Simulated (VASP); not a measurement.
# GeBi2O4 (P-42m) in VASP: further runs

The runs below take GeBi2O4 through single point, relaxation of cell and atoms, with PBEsol.

Program: VASP 6.6.1. These are calculated values, not measurements. Logs are shortened: lines on timing, memory, paths and dates and some standing lists are left out, and cuts for length are marked.

### 1 The cell of the first run

The structure is tetragonal, space group P-42m (No. 111). The conventional cell has a = 4.966 Å, b = 4.966 Å, c = 5.341 Å, α = 90.00°, β = 90.00°, γ = 90.00°. Within 2.4 Å of Ge (site symmetry -42m) lie 4 O at 1.77 Å. Within 3.2 Å of Bi (site symmetry 222) lie 4 O at 2.39 Å. O (site symmetry m) has 1 Ge at 1.77 Å and 2 Bi at 2.39 Å within 2.4 Å.

### 2 Single point, PBEsol

Contents of INCAR:

```
PREC     = Accurate       # precision mode
ENCUT    = 520            # plane-wave cutoff, eV
EDIFF    = 1E-6           # SCF threshold, eV
ISMEAR   = -1             # smearing method
SIGMA    = 0.03           # smearing width, eV
LREAL    = False          # projectors in reciprocal space
LASPH    = True           # aspherical terms in the spheres
NELM     = 80             # most SCF steps
ALGO     = Normal         # electronic algorithm
ISIF     = 2              # what is computed and relaxed
LWAVE    = False          # write WAVECAR
LCHARG   = True           # write CHGCAR
GGA      = PS             # functional
LELF     = True           # ELF
LVHAR    = True         
NBANDS   = 43             # bands
```

Contents of KPOINTS:

```
Automatic mesh
0
Gamma
  4 4 4
```

Contents of POSCAR:

```
GeBi2O4
1.0
    4.9664771476      0.0000000000      0.0000000000
    0.0000000000      4.9664771476      0.0000000000
    0.0000000000      0.0000000000      5.3414167966
Ge Bi O
1 2 4
Direct
    0.0000000000      0.0000000000      0.0000000000
    0.5000000000      0.0000000000      0.5000000000
    0.0000000000      0.5000000000      0.5000000000
    0.8010029140      0.1989970860      0.7959008201
    0.1989970860      0.1989970860      0.2040991799
    0.1989970860      0.8010029140      0.7959008201
    0.8010029140      0.8010029140      0.2040991799
```

Potentials or basis: VASP PAW PBE potentials, release 64 (Ge_d, Bi_d, O).

Launch:

```console
cat potpaw_PBE.64/Ge_d/POTCAR potpaw_PBE.64/Bi_d/POTCAR potpaw_PBE.64/O/POTCAR > POTCAR
mpirun -np 1 vasp_std > vasp.out
```

OUTCAR:

```text
PREC = Accurate
   ENCUT = 520
   EDIFF = 1E-6
   ISMEAR = -1
   LREAL = False
   LASPH = True
   NELM = 80
   ISIF = 2
   GGA = PS

 ion  position               nearest neighbor table
   1  0.000  0.000  0.000-   4 1.77   5 1.77   6 1.77   7 1.77
   2  0.500  0.000  0.500-   4 2.39   5 2.39   6 2.39   7 2.39   3 3.51   3 3.51   3 3.51   3 3.51

   3  0.000  0.500  0.500-   4 2.39   5 2.39   6 2.39   7 2.39   2 3.51   2 3.51   2 3.51   2 3.51

   4  0.801  0.199  0.796-   1 1.77   2 2.39   3 2.39
   5  0.199  0.199  0.204-   1 1.77   2 2.39   3 2.39
   6  0.199  0.801  0.796-   1 1.77   2 2.39   3 2.39
   7  0.801  0.801  0.204-   1 1.77   2 2.39   3 2.39

  LATTYP: Found a simple tetragonal cell.
 ALAT       =     4.9664771476
 C/A-ratio  =     1.0754940852

  Lattice vectors:

 A1 = (   4.9664771476,   0.0000000000,   0.0000000000)
 A2 = (   0.0000000000,   4.9664771476,   0.0000000000)
 A3 = (   0.0000000000,   0.0000000000,   5.3414167966)

Analysis of symmetry for initial positions (statically):
=====================================================================
 Subroutine PRICEL returns:
 Original cell was already a primitive cell.

 Routine SETGRP: Setting up the symmetry group for a
 simple tetragonal supercell.

 Subroutine GETGRP returns: Found  8 space group operations
 (whereof  8 operations were pure point group operations)
 out of a pool of 16 trial point group operations.

The static configuration has the point symmetry D_2d.

Analysis of symmetry for dynamics (positions and initial velocities):
=====================================================================
 Subroutine PRICEL returns:
 Original cell was already a primitive cell.

 Routine SETGRP: Setting up the symmetry group for a
 simple tetragonal supercell.

 Subroutine GETGRP returns: Found  8 space group operations
 (whereof  8 operations were pure point group operations)
 out of a pool of 16 trial point group operations.

The dynamic configuration has the point symmetry D_2d.

 Subroutine INISYM returns: Found  8 space group operations
 (whereof  8 operations are pure point group operations),
 and found     1 'primitive' translations

----------------------------------------------------------------------------------------

                                     Primitive cell

  volume of cell :     131.7508

  direct lattice vectors                    reciprocal lattice vectors
     4.966477148  0.000000000  0.000000000     0.201349965  0.000000000  0.000000000
     0.000000000  4.966477148  0.000000000     0.000000000  0.201349965  0.000000000
     0.000000000  0.000000000  5.341416797     0.000000000  0.000000000  0.187216246

  length of vectors
     4.966477148  4.966477148  5.341416797     0.201349965  0.201349965  0.187216246

  position of ions in fractional coordinates (direct lattice)
     0.000000000  0.000000000  0.000000000
     0.500000000  0.000000000  0.500000000
     0.000000000  0.500000000  0.500000000
     0.801002914  0.198997086  0.795900820
     0.198997086  0.198997086  0.204099180
     0.198997086  0.801002914  0.795900820
     0.801002914  0.801002914  0.204099180

  ion indices of the primitive-cell ions
   primitive index   ion index
                 1           1
                 2           2
                 3           3
                 4           4
                 5           5
                 6           6
                 7           7

----------------------------------------------------------------------------------------

 KPOINTS: Automatic mesh

Automatic generation of k-mesh.
 Grid dimensions read from file:
 generate k-points for:    4    4    4

 Generating k-lattice:

  Cartesian coordinates                     Fractional coordinates (reciprocal lattice)
     0.050337491  0.000000000  0.000000000     0.250000000  0.000000000  0.000000000
     0.000000000  0.050337491  0.000000000     0.000000000  0.250000000  0.000000000
     0.000000000  0.000000000  0.046804061     0.000000000  0.000000000  0.250000000

  Length of vectors
     0.050337491  0.050337491  0.046804061

  Shift w.r.t. Gamma in fractional coordinates (k-lattice)
     0.000000000  0.000000000  0.000000000

 Subroutine IBZKPT returns following result:
 ===========================================

 Found     18 irreducible k-points:

 Following reciprocal coordinates:
            Coordinates               Weight
  0.000000  0.000000  0.000000      1.000000
  0.250000  0.000000  0.000000      4.000000
  0.500000  0.000000  0.000000      2.000000
  0.250000  0.250000  0.000000      4.000000
  0.500000  0.250000  0.000000      4.000000
  0.500000  0.500000  0.000000      1.000000
[... 10 lines left out ...]
  0.500000  0.250000  0.500000      4.000000
  0.500000  0.500000  0.500000      1.000000
   k-points           NKPTS =     18   k-points in BZ     NKDIM =     18   number of bands    NBANDS=     43
   number of dos      NEDOS =    301   number of ions     NIONS =      7
   total plane-waves  NPLWV =  64000
   dimension x,y,z NGX =    40 NGY =   40 NGZ =   40
   dimension x,y,z NGXF=    80 NGYF=   80 NGZF=   80
   ions per type =               1   2   4
   NGX,Y,Z   is equivalent  to a cutoff of  13.39, 13.39, 12.45 a.u.
   NGXF,Y,Z  is equivalent  to a cutoff of  26.78, 26.78, 24.90 a.u.
 SYSTEM =  unknown system
   PREC   = accura    normal or accurate (medium, high low for compatibility)
   ISTART =      0    job   : 0-new  1-cont  2-samecut
   ICHARG =      2    charge: 1-file 2-atom 10-const
   ISPIN  =      1    spin polarized calculation?
   LNONCOLLINEAR =      F non collinear calculations
   LSORBIT =      F    spin-orbit coupling
   LASPH  =      T    aspherical Exc in radial PAW
   ENCUT  =  520.0 eV  38.22 Ry    6.18 a.u.   9.23  9.23  9.93*2*pi/ulx,y,z
   NELM   =     80;   NELMIN=  2; NELMDL= -5     # of ELM steps
   EDIFF  = 0.1E-05   stopping-criterion for ELM
   LREAL  =      F    real-space projection
   EDIFFG = 0.1E-04   stopping-criterion for IOM
   NSW    =      0    number of steps for IOM
   IBRION =     -1    ionic relax: 0-MD 1-quasi-New 2-CG
   NFREE  =      0    steps in history (QN), initial steepest desc. (CG)
   ISIF   =      2    stress and relaxation
   ISYM   =      2    0-nonsym 1-usesym 2-fastsym
   POTIM  = 0.5000    time-step for ionic-motion
   TEBEG  =    0.0;   TEEND  =   0.0 temperature during run
   PSTRESS=    0.0 pullay stress
   NELECT =      68.0000    total number of electrons
   NUPDOWN=      -1.0000    fix difference up-down
   EMIN   =  10.00;   EMAX   =-10.00  energy-range for DOS
   EFERMI =   0.00;   METHOD = LEGACY
   ISMEAR =    -1;   SIGMA  =   0.03  broadening in eV -4-tet -1-fermi 0-gaus
   EFERMI_NEDOS =   21; number of points for ismear=-14 and -15
   IALGO  =     38    algorithm
   IMIX   =      4    mixing-type and parameters
     AMIX     =   0.40;   BMIX     =  1.00
     AMIX_MAG =   1.60;   BMIX_MAG =  1.00
  volume/ion in A,a.u.               =      18.82       127.01
  Fermi-wavevector in a.u.,A,eV,Ry     =   1.313187  2.481564 23.462716  1.724461
  Thomas-Fermi vector in A             =   2.443528
   LORBIT       =      0    0 simple, 1 ext, 2 COOP (PROOUT), +10 PAW based schemes
   GGA     = PS    functional components
   LHFCALC =     F    Hartree Fock is set to
   AEXX    =    0.0000 exact exchange contribution
   IVDW    =     0    specifies the selected vdW correction
   LEPSILON=     F    determine dielectric tensor
   LRPA    =     F    only Hartree local field effects (RPA)
 non-spin polarized calculation
  energy-cutoff  :      520.00
  volume of cell :      131.75
 maximum number of plane-waves:      3584
 NGX is ok and might be reduce to    40
   NGX = 19   NGY = 19   NGZ = 19

 number of electron      67.9999986 magnetization

 Free energy of the ion-electron system (eV)
  ---------------------------------------------------
  ext. energy  EPLUGINS =         0.00000000
  ---------------------------------------------------
  free energy    TOTEN  =       -41.58935711 eV

  energy without entropy =      -41.58144835  energy(sigma->0) =      -41.58540273

 E-fermi :   4.8900     XC(G=0):  -9.6514

 val. band max:        4.7990298133   @ k =   0.5000   0.0000   0.0000
 cond. band min:       4.9121815719   @ k =   0.2500   0.0000   0.2500
 fundamental gap:      0.1131517585
 Fermi energy:         4.8900089051

 k-point     1 :       0.0000    0.0000    0.0000
  band No.  band energies     occupation
      1     -20.4745      2.00000
      2     -20.4745      2.00000
      3     -20.4456      2.00000
      4     -20.2250      2.00000
      5     -20.1896      2.00000
      6     -18.7902      2.00000
[... 35 lines left out ...]
     42      11.3175      0.00000
     43      12.0970      0.00000

 k-point     2 :       0.2500    0.0000    0.0000
  band No.  band energies     occupation
      1     -20.4747      2.00000
      2     -20.4729      2.00000
      3     -20.4463      2.00000
      4     -20.2247      2.00000
      5     -20.1894      2.00000
      6     -18.7830      2.00000
[... 35 lines left out ...]
     42      11.5844      0.00000
     43      11.9772      0.00000

 k-point     3 :       0.5000    0.0000    0.0000
  band No.  band energies     occupation
      1     -20.4749      2.00000
      2     -20.4711      2.00000
      3     -20.4470      2.00000
      4     -20.2245      2.00000
      5     -20.1893      2.00000
      6     -18.7816      2.00000
[... 35 lines left out ...]
     42      11.8999      0.00000
     43      12.1475      0.00000

 k-point     4 :       0.2500    0.2500    0.0000
  band No.  band energies     occupation
      1     -20.4732      2.00000
      2     -20.4730      2.00000
      3     -20.4469      2.00000
      4     -20.2245      2.00000
      5     -20.1893      2.00000
      6     -18.8092      2.00000
[... 587 lines left out ...]
     42      11.2822      0.00000
     43      11.3453      0.00000

 k-point    17 :       0.5000    0.2500    0.5000
  band No.  band energies     occupation
      1     -20.4735      2.00000
      2     -20.4721      2.00000
      3     -20.4464      2.00000
      4     -20.2245      2.00000
      5     -20.1893      2.00000
      6     -18.8460      2.00000
[... 35 lines left out ...]
     42      11.4175      0.00000
     43      11.6832      0.00000

 k-point    18 :       0.5000    0.5000    0.5000
  band No.  band energies     occupation
      1     -20.4731      2.00000
      2     -20.4731      2.00000
      3     -20.4465      2.00000
      4     -20.2244      2.00000
      5     -20.1895      2.00000
      6     -18.8713      2.00000
[... 35 lines left out ...]
     42      11.6972      0.00000
     43      11.6972      0.00000

------------------------ aborting loop because EDIFF is reached ----------------------------------------

  FORCE on cell =-STRESS in cart. coord.  units (eV):
  Direction    XX          YY          ZZ          XY          YZ          ZX
  --------------------------------------------------------------------------------------
  -------------------------------------------------------------------------------------
  Total       -0.0173653     -0.0173653      0.0381191      0.0000000      0.0000000      0.0000000
  in kB       -0.2111731     -0.2111731      0.4635533      0.0000000      0.0000000      0.0000000
  external PRESSURE =       0.0137357 kB  Pullay stress =       0.0000000 kB

 VOLUME and BASIS-vectors are now :
 -----------------------------------------------------------------------------
  energy-cutoff  :      520.00
  volume of cell :      131.75
      direct lattice vectors                 reciprocal lattice vectors
     4.966477148  0.000000000  0.000000000     0.201349965  0.000000000  0.000000000
     0.000000000  4.966477148  0.000000000     0.000000000  0.201349965  0.000000000
     0.000000000  0.000000000  5.341416797     0.000000000  0.000000000  0.187216246

 POSITION                                       TOTAL-FORCE (eV/Angst)
 -----------------------------------------------------------------------------------
      0.00000      0.00000      0.00000         0.000000      0.000000      0.000000
      2.48324      0.00000      2.67071         0.000000      0.000000      0.000000
      0.00000      2.48324      2.67071         0.000000      0.000000      0.000000
      3.97816      0.98831      4.25124        -0.000093      0.000093      0.000898
      0.98831      0.98831      1.09018         0.000093      0.000093     -0.000898
      0.98831      3.97816      4.25124         0.000093     -0.000093      0.000898
      3.97816      3.97816      1.09018        -0.000093     -0.000093     -0.000898
 -----------------------------------------------------------------------------------
    total drift:                               -0.000000     -0.000000     -0.000000

  FREE ENERGIE OF THE ION-ELECTRON SYSTEM (eV)
  ---------------------------------------------------
  free  energy   TOTEN  =       -41.5893571103 eV

  energy  without entropy=      -41.5814483486  energy(sigma->0) =      -41.58540273
```

Wall time 3.3 min (1 thread of Intel Xeon 8259CL, shared host); peak memory 0.29 GiB.

What came out:

```yaml
Free_energy: -41.5894 eV
Pressure: 0.0 GPa
Band_gap_on_the_k_mesh: zero (bands 34 and 35 overlap by 0.59 eV)
```

Caveat: the PAW data sets were made with another functional, which shifts forces and pressure a little; spin-orbit coupling is left out, which moves the levels of the heavy elements.

### 3 Relaxation of cell and atoms, PBEsol

This run uses another cell than the first one, of 15.50 Å³/atom.

Contents of INCAR:

```
SYSTEM = GeBi2O4
  PREC = Accurate
  ENCUT = 600
  EDIFF = 1E-6
  ISMEAR = -1
  SIGMA = 0.03
  LREAL = .FALSE.
  LASPH = .TRUE.
  NELM = 60
  ALGO = Normal
  ISIF = 3
  LWAVE = .FALSE.
  LCHARG = .FALSE.
  GGA = PS
  IBRION = 2
  NSW = 100
  EDIFFG = -0.01
```

Contents of KPOINTS:

```
Automatic mesh
0
G
  4 4 4
  0 0 0
```

Contents of POSCAR:

```
GeBi2O4
1.0
    4.7205690500      0.0000000000      0.0000000000
    0.0000000000      4.7205690500      0.0000000000
    0.0000000000      0.0000000000      4.8697839400
Ge Bi O
1 2 4
Direct
    0.0000000000      0.0000000000      0.0000000000
    0.5000000000      0.0000000000      0.5000000000
    0.0000000000      0.5000000000      0.5000000000
    0.7279386500      0.2720613500      0.7636109300
    0.2720613500      0.2720613500      0.2363890700
    0.2720613500      0.7279386500      0.7636109300
    0.7279386500      0.7279386500      0.2363890700
```

Potentials or basis: VASP PAW PBE potentials, release 64 (Ge_d, Bi_d, O).

Launch:

```console
cat potpaw_PBE.64/Ge_d/POTCAR potpaw_PBE.64/Bi_d/POTCAR potpaw_PBE.64/O/POTCAR > POTCAR
mpirun -np 1 vasp_std > vasp.out
```

Run time: 63 min. Hardware: 1 thread of Intel Xeon 8259CL, shared host; peak memory 0.31 GiB.

The run converged. Its results:

- Free energy: -41.5704 eV
- Relaxed volume: 18.82 Å³/atom
- Relaxed cell: a = 4.962 Å, b = 4.962 Å, c = 5.351 Å, α = 90.00°, β = 90.00°, γ = 90.00°
- Space group after relaxing (to 0.1 Å): P-42m (No. 111)
- Energy gained by relaxing: 634.9 meV/atom
- Ionic steps: 34
- Pressure after relaxing: 0.0 GPa
- Largest force after relaxing: 0.008 eV/Å
- Band gap on the k mesh: zero (bands 34 and 35 overlap by 0.59 eV)

Forces in eV/Å, atoms in the order of the input:
```
Ge   0.000  0.000  0.000
Bi   0.000  0.000  0.000
Bi   0.000  0.000  0.000
O   -0.003  0.003  0.007
O    0.003  0.003 -0.007
O    0.003 -0.003  0.007
O   -0.003 -0.003 -0.007
```

Stress tensor (GPa, compression positive):
```
 0.00  0.00  0.00
 0.00  0.00  0.00
 0.00  0.00 -0.08
```

Step by step:
```
step  energy change (eV)  largest force (eV/Å)  pressure (GPa)  volume (Å³)
   1              0.0000                1.9137           25.31       108.52
   2             -0.6484                2.1165          -10.96       151.70
   3             -1.6189                1.2097           -0.22       130.08
   4             -1.6195                1.1883            0.13       129.62
   5             -1.8793                1.0452            0.04       131.74
   6             -2.4679                0.6845           -0.78       138.09
   7             -2.8943                1.1440           -5.13       150.65
   8             -3.1581                1.6477           -4.41       147.61
   9             -3.7043                1.2871            1.52       138.68
  10             -3.7014                1.4981            0.13       139.96
  11             -3.7089                1.3785            0.83       139.25
  12             -3.8274                0.9097            1.81       139.21
  13             -3.8286                0.9241            1.95       139.20
  14             -3.9333                0.7099           -0.22       141.91
  15             -3.9899                0.4221           -2.99       145.77
  16             -4.0735                0.3368           -2.36       144.31
  17             -4.2250                0.4128           -0.47       139.94
  18             -4.1307                1.3530            3.20       131.12
  19             -4.2382                0.8138            1.06       136.69
  20             -4.3003                0.2820           -0.67       136.32
  21             -4.3015                0.2944           -0.95       136.24
  22             -4.3355                0.2196            0.03       134.42
  23             -4.3650                0.1792            2.24       130.43
  24             -4.3849                0.2114            1.96       130.52
  25             -4.4239                0.3053            1.02       130.67
  26             -4.3970                0.4696           -0.96       130.51
  27             -4.4308                0.3716            0.42       130.68
  28             -4.4404                0.1946            0.29       131.08
  29             -4.4441                0.0337            0.17       131.53
  30             -4.4441                0.0286            0.19       131.52
  31             -4.4443                0.0103            0.01       131.74
  32             -4.4443                0.0095           -0.06       131.76
  33             -4.4443                0.0105           -0.02       131.75
  34             -4.4443                0.0076           -0.03       131.74
```

Final structure:
```
Ge Bi O
1.0
     4.96187    0.00000    0.00000
     0.00000    4.96187    0.00000
     0.00000    0.00000    5.35109
Ge Bi O
1 2 4
Direct
  0.00000 0.00000 0.00000
  0.50000 0.00000 0.50000
  0.00000 0.50000 0.50000
  0.80105 0.19895 0.79577
  0.19895 0.19895 0.20423
  0.19895 0.80105 0.79577
  0.80105 0.80105 0.20423
```

Levels at points of the mesh, in eV from the Fermi level:
```
           k point  band 31  band 32  band 33  band 34  band 35  band 36  band 37  band 38
(0.00, 0.00, 0.00)    -3.05    -3.05    -2.68    -0.44    -0.44     0.66     3.77     3.87
(0.50, 0.00, 0.00)    -2.99    -2.91    -2.29    -0.09     0.55     1.45     1.73     2.90
(0.50, 0.50, 0.00)    -3.13    -2.34    -2.34    -1.21     0.23     2.49     2.49     3.97
(0.00, 0.00, 0.50)    -3.08    -2.67    -1.93    -0.56     0.09     0.09     3.55     3.55
(0.50, 0.00, 0.50)    -3.34    -2.82    -2.25     0.14     0.40     1.65     1.68     2.34
(0.50, 0.50, 0.50)    -3.62    -2.91    -2.91    -2.38     1.05     2.77     2.77     3.84
```

Caveat: the volume moved by over 15 % at a fixed basis, so the end points are rough; the PAW data sets were made with another functional, which shifts forces and pressure a little; spin-orbit coupling is left out, which moves the levels of the heavy elements.

The gap in the log of VASP goes by the Fermi energy; the results here count the filled bands.